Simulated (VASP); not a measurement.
Input of a VASP 6.6.1 run:

File INCAR:

```
PREC = Accurate ; ENCUT = 600
EDIFF = 1E-7 ; ISMEAR = 0
SIGMA = 0.1 ; LREAL = F
LASPH = T ; NELM = 60
ALGO = Normal ; ISIF = 3
LWAVE = F ; LCHARG = F
GGA = PE ; IBRION = 2
NSW = 90 ; EDIFFG = -0.04
```

KPOINTS

```
Automatic mesh
0
Gamma
  4 4 4
```

File POSCAR:

```
Mg2ZrH6
1.0
    0.0000000000      4.3070101300      4.3070101300
    4.3070101300      0.0000000000      4.3070101300
    4.3070101300      4.3070101300      0.0000000000
Mg Zr H
2 1 6
Direct
    0.7500000000      0.7500000000      0.7500000000
    0.2500000000      0.2500000000      0.2500000000
    0.0000000000      0.0000000000      0.0000000000
    0.5000000000      0.0000000000      0.0000000000
    0.0000000000      0.5000000000      0.5000000000
    0.0000000000      0.5000000000      0.0000000000
    0.5000000000      0.0000000000      0.5000000000
    0.0000000000      0.0000000000      0.5000000000
    0.5000000000      0.5000000000      0.0000000000
```

Potentials or basis: VASP PAW PBE potentials, release 64 (Mg, Zr_sv, H).

Launch:

```bash
$ cat potpaw_PBE.64/Mg/POTCAR potpaw_PBE.64/Zr_sv/POTCAR potpaw_PBE.64/H/POTCAR > POTCAR
$ mpirun -np 1 vasp_std > vasp.out
```

What does it give for the relaxed volume?

10.83 Å³/atom.

What does it give for the band gap on the k mesh?

Zero (bands 11 and 12 overlap by 1.53 eV).

Estimate the relaxed cell.

a = 5.165 Å, b = 5.165 Å, c = 5.165 Å, α = 60.00°, β = 60.00°, γ = 60.00°.

What does it give for the space group after relaxing (to 0.1 Å)?

Fm-3m (No. 225).

Final structure:
```
Mg Zr H
1.0
     0.00000    3.65237    3.65237
     3.65237    0.00000    3.65237
     3.65237    3.65237    0.00000
Mg Zr H
2 1 6
Direct
  0.75000 0.75000 0.75000
  0.25000 0.25000 0.25000
  0.00000 0.00000 0.00000
  0.50000 0.00000 0.00000
  0.00000 0.50000 0.50000
  0.00000 0.50000 0.00000
  0.50000 0.00000 0.50000
  0.00000 0.00000 0.50000
  0.50000 0.50000 0.00000
```

Caveat: the cell differs from its parent crystal (atoms taken out); the volume moved by over 15 % at a fixed basis, so the end points are rough.
